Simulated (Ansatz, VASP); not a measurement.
## WSe2 in VASP and in Ansatz

The input INCAR:

```
PREC = Accurate
ENCUT = 520
EDIFF = 1E-6
ISMEAR = 0
SIGMA = 0.02
LREAL = False
LASPH = True
NELM = 80
ALGO = Normal
ISIF = 2
LWAVE = False
LCHARG = False
GGA = PE
NBANDS = 35
```

The input KPOINTS:

```
regular mesh
0
Gamma
  9 9 2
```

POSCAR

```
WSe2
1.0
    3.3178532690      0.0000000000      0.0000000000
   -1.6589266345      2.8733452170      0.0000000000
    0.0000000000      0.0000000000     24.0685192700
W Se
2 4
Direct
    0.6666666700      0.3333333300      0.1415375200
    0.3333333300      0.6666666700      0.8584624800
    0.3333333300      0.6666666700      0.2105944900
    0.6666666700      0.3333333300      0.9275621000
    0.3333333300      0.6666666700      0.0724379000
    0.6666666700      0.3333333300      0.7894055100
```

Input for Ansatz:

```yaml
crystal:
  lattice:
    - [3.317853269, 0.0, 0.0]
    - [-1.6589266345, 2.873345217, 0.0]
    - [0.0, 0.0, 24.06851927]
  atoms:
    - { symbol: W, position: [0.66666667, 0.33333333, 0.14153752] }
    - { symbol: W, position: [0.33333333, 0.66666667, 0.85846248] }
    - { symbol: Se, position: [0.33333333, 0.66666667, 0.21059449] }
    - { symbol: Se, position: [0.66666667, 0.33333333, 0.9275621] }
    - { symbol: Se, position: [0.33333333, 0.66666667, 0.0724379] }
    - { symbol: Se, position: [0.66666667, 0.33333333, 0.78940551] }
basis:
  ecutwfc: 420
kpoints:
  mp_grid: { grid: [9, 9, 2] }
hamiltonian:
  xc: pbe
scf:
  occupations: { method: gaussian, width: 0.02 }
output:
  forces: true
  stress: true
  eigenvalues: true
  populations: true
```

Alike in both runs: task single point; functional PBE; k mesh 9 × 9 × 2; occupations gaussian, width 0.02 eV; no spin polarisation.

```csv
,VASP,Ansatz
version,VASP 6.6.1,Ansatz 0.2.0
potentials or method,"VASP PAW PBE potentials, release 64 (W_sv, Se), cutoff 520 eV","scalar-relativistic, plane waves, PAW"
valence electrons in the cell,52,92
```

|  | VASP | Ansatz | Ansatz less VASP |
| --- | --- | --- | --- |
| gap on the k mesh at the Fermi level (eV) | 1.47 | 1.48 | +0.008 |
| least direct gap on the mesh (eV) | 1.49 | 1.50 | +0.003 |
| rms of the force components (eV/Å) | 0.150 | 0.128 | -0.0218 |

Atom by atom the forces differ by 0.022 eV/Å (rms over components). The functional is the same, so the differences come from potentials, cutoffs and numerics. VASP's potentials hold 52 valence electrons a cell and Ansatz's 92, so a difference there can come from the potentials and not from the codes.

Spin-orbit coupling is off throughout.
